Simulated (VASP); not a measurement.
Rb, 2 atoms in the cell. Symmetry: P6_3/mmc, No. 194, hexagonal system. Conventional cell: a = 5.023 Å, b = 5.023 Å, c = 8.347 Å, α = 90.00°, β = 90.00°, γ = 120.00°. 

| Item | Value |
| --- | --- |
| Program | VASP 6.6.1 |
| Task | single point |
| Functional | PBE |
| Potentials or basis | VASP PAW PBE potentials, release 64 (Rb_sv) |
| Cutoff | 520 eV |
| k mesh | 9 × 9 × 6 |
| Occupations | gaussian, width 0.1 eV |
| Spin | no spin polarisation |
| Dipole correction | no |
| Further INCAR settings | ALGO = Normal; EDIFF = 1e-06; NBANDS = 16 |

Potentials or basis: VASP PAW PBE potentials, release 64 (Rb_sv).

Launch:

```console
$ cat potpaw_PBE.64/Rb_sv/POTCAR > POTCAR
$ mpirun -np 1 vasp_std > vasp.out
```

Hardware: 1 thread of AMD EPYC 7R43 64-Core Processor (Zen 3), on a shared host.

**Question.** How long does it take, and how much memory?

**Answer.** It took 87 s on 1 thread of AMD EPYC 7R43 64-Core Processor (Zen 3), with other jobs on the host, peak memory 0.32 GiB. Counts: scf iterations 10, k points 48.
